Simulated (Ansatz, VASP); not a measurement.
ZnO in VASP and in Ansatz

INCAR

```
SYSTEM = ZnO
  ALGO = Normal
  EDIFF = 1E-6
  ENCUT = 600
  GGA = PE
  GGA_COMPAT = .False.
  ISIF = 2
  ISMEAR = -1
  LASPH = .True.
  LCHARG = .False.
  LREAL = .False.
  LWAVE = .False.
  NBANDS = 16
  NELM = 120
  PREC = Accurate
  SIGMA = 0.01
```

KPOINTS

```
k-points
0
Gamma
  11 11 11
  0 0 0
```

POSCAR

```
ZnO
1.0
   -0.0856000000      2.0972000000      2.0972000000
    2.0972000000     -0.0856000000      2.0972000000
    2.0972000000      2.0972000000     -0.0856000000
Zn O
1 1
Direct
    0.0000000000      0.0000000000      0.0000000000
    0.5000000000      0.5000000000      0.5000000000
```

Input for Ansatz:

```yaml
crystal:
  lattice:
    - [-0.0856, 2.0972, 2.0972]
    - [2.0972, -0.0856, 2.0972]
    - [2.0972, 2.0972, -0.0856]
  atoms:
    - { symbol: Zn, position: [0.0, 0.0, 0.0] }
    - { symbol: O, position: [0.5, 0.5, 0.5] }
kpoints:
  mp_grid: { grid: [11, 11, 11] }
scf:
  occupations: { method: fermi_dirac, width: 0.01 }
hamiltonian:
  xc: pbe
  pseudopotentials: { kind: all_electron, lapw: { basis_error: 0.00025 } }
output:
  forces: true
  stress: true
  eigenvalues: true
```

Change from the starting cell: equal xy, yz and zx shear strains of -4 %.

Alike in both runs: task single point; functional PBE; k mesh 11 × 11 × 11; occupations fermi-dirac, width 0.01 eV; no spin polarisation.

|  | VASP | Ansatz |
| --- | --- | --- |
| version | VASP 6.6.1 | Ansatz 0.2.0 |
| potentials or method | VASP PAW PBE potentials, release 64 (Zn, O), cutoff 600 eV | all-electron LAPW, scalar-relativistic |

Ansatz gave:

```
gap on the k mesh at the Fermi level (eV)                     : 0.88
pressure (GPa)                                                : 6.2
traceless stress, the component that is largest in VASP (GPa) : 3.15
```

Question: Estimate VASP's values.

Answer: gap on the k mesh at the Fermi level (eV): 0.84; pressure (GPa): 7.2; traceless stress, the component that is largest in VASP (GPa): 3.09.

Ansatz ran all-electron here, and VASP with PAW potentials.
